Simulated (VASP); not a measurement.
CsBr:

```
Cs Br
1.0
     4.31938    0.00000    0.00000
     0.00000    4.31938    0.00000
     0.00000    0.00000    4.31938
Cs Br
1 1
Direct
  0.00000 0.00000 0.00000
  0.50000 0.50000 0.50000
```

Base run:

- Program: VASP 6.6.1
- Functional: PBE
- Potentials or basis: VASP PAW PBE potentials, release 64 (Cs_sv, Br)
- Cutoff: 500 eV
- k mesh: 4 × 4 × 4
- Occupations: gaussian, width 0.01 eV
- Spin: no spin polarisation

Its results: band gap on the k mesh 4.42 eV, indirect (least direct gap 4.43 eV); pressure 0.7 GPa.

Question: The run is repeated on the same cell with these changes: functional from PBE to r2SCAN; cutoff from 500 eV to 550 eV. What comes out?

Answer: Band gap on the k mesh 5.19 eV, indirect (the least direct gap lies 4.9 meV higher); pressure 0.1 GPa.

r2SCAN gives the wider gap, since meta-GGAs in the generalised Kohn-Sham scheme recover part of the derivative discontinuity.

Caveats: spin-orbit coupling is left out, which moves the levels of the heavy elements; the PAW data sets were made with another functional, which shifts forces and pressure a little (some runs).

